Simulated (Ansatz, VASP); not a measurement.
SiGe in VASP and in Ansatz

Contents of INCAR:

```
SYSTEM = SiGe
  PREC = Accurate
  ENCUT = 520
  EDIFF = 1E-7
  ISMEAR = 0
  SIGMA = 0.03
  LREAL = .FALSE.
  LASPH = .TRUE.
  NELM = 100
  ALGO = Normal
  ISIF = 2
  LWAVE = .FALSE.
  LCHARG = .TRUE.
  GGA = CA
  LELF = .TRUE.
  LVHAR = .TRUE.
  NBANDS = 26
```

The input KPOINTS:

```
regular mesh
0
G
  12 12 6
  0 0 0
```

POSCAR

```
SiGe
1.0
    3.7031834610      0.0000000000      0.0000000000
   -1.8515917305      3.2070509521      0.0000000000
    0.0000000000      0.0000000000      6.7027620645
Si Ge
2 2
Direct
    0.6666666667      0.3333333333      0.8745031008
    0.3333333333      0.6666666667      0.3745031008
    0.6666666667      0.3333333333      0.5004958992
    0.3333333333      0.6666666667      0.0004958992
```

Input for Ansatz:

```yaml
crystal:
  lattice:
    - [3.703183461, 0.0, 0.0]
    - [-1.8515917305, 3.2070509521, 0.0]
    - [0.0, 0.0, 6.7027620645]
  atoms:
    - { symbol: Si, position: [0.6666666667, 0.3333333333, 0.8745031008] }
    - { symbol: Si, position: [0.3333333333, 0.6666666667, 0.3745031008] }
    - { symbol: Ge, position: [0.6666666667, 0.3333333333, 0.5004958992] }
    - { symbol: Ge, position: [0.3333333333, 0.6666666667, 0.0004958992] }
basis:
  ecutwfc: 420
kpoints:
  mp_grid: { grid: [12, 12, 6] }
hamiltonian:
  xc: lda
  pseudopotentials: { kind: paw, azcp: { folder: soft_1 } }
scf:
  occupations: { method: gaussian, width: 0.03 }
output:
  forces: true
  stress: true
  eigenvalues: true
```

Alike in both runs: task single point; functional LDA; k mesh 12 × 12 × 6; occupations gaussian, width 0.03 eV; no spin polarisation.

|  | VASP | Ansatz |
| --- | --- | --- |
| version | VASP 6.6.1 | Ansatz 0.2.0 |
| potentials or method | VASP PAW LDA potentials, release 64 (Si, Ge_d), cutoff 520 eV | scalar-relativistic, plane waves, PAW |
| valence electrons in the cell | 36 | 36 |

```tsv
	VASP	Ansatz	Ansatz less VASP
gap on the k mesh at the Fermi level (eV)	0.12	0.12	-0.001
least direct gap on the mesh (eV)	0.35	0.34	-0.007
pressure (GPa)	5.1	5.0	-0.11
traceless stress, the component that is largest in VASP (GPa)	-12.99	-12.92	+0.070
rms of the force components (eV/Å)	0.497	0.493	-0.0040
```

Ansatz warns that its potentials were made for another functional, while VASP's fit it. LDA's correlation is that of Perdew and Zunger in VASP and of Perdew and Wang (1992) in Ansatz. Atom by atom the forces differ by 0.004 eV/Å (rms over components).
